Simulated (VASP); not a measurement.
A run of VASP 6.6.1 is set up as follows.

The input INCAR:

```
ALGO = Normal
EDIFF = 1E-6
ENCUT = 520
GGA = PE
ISIF = 2
ISMEAR = 0
LASPH = True
LCHARG = True
LELF = True
LREAL = False
LVHAR = True
LWAVE = False
NBANDS = 16
NELM = 100
PREC = Accurate
SIGMA = 0.025
```

The input KPOINTS:

```
k-points
0
Gamma
  9 9 9
```

File POSCAR:

```
ZnS
1.0
    0.0000000000      2.7020000000      2.7020000000
    2.7020000000      0.0000000000      2.7020000000
    2.7020000000      2.7020000000      0.0000000000
Zn S
1 1
Direct
    0.7500000000      0.7500000000      0.7500000000
    0.0000000000      0.0000000000      0.0000000000
```

Potentials or basis: VASP PAW PBE potentials, release 64 (Zn, S).

Launch:

```bash
$ cat potpaw_PBE.64/Zn/POTCAR potpaw_PBE.64/S/POTCAR > POTCAR
$ mpirun -np 1 vasp_std > vasp.out
```

(1) Predict the pressure.

(2) What does it give for the band gap on the k mesh?

Answers

(1) 1.8 GPa.

(2) 2.11 eV, direct.

**The experiment to reproduce.**

From “Electronic, vibrational, and thermodynamic properties of ZnS (zincblende and rocksalt structure)”, 2009, arxiv:0911.5022, for a bulk crystal of ZnS at 19 K: band gap 3.85 eV (direct).

Measured gap of ZnS: 3.85 eV (direct; 19 K; quoted in “Electronic, vibrational, and thermodynamic properties of ZnS (zincblende and rocksalt structure)”, 2009, arxiv:0911.5022). This calculation gives 2.11 eV (-1.74 eV). The value is that of PBE, without temperature or zero-point motion. Semilocal functionals fall short of measured gaps as a rule.
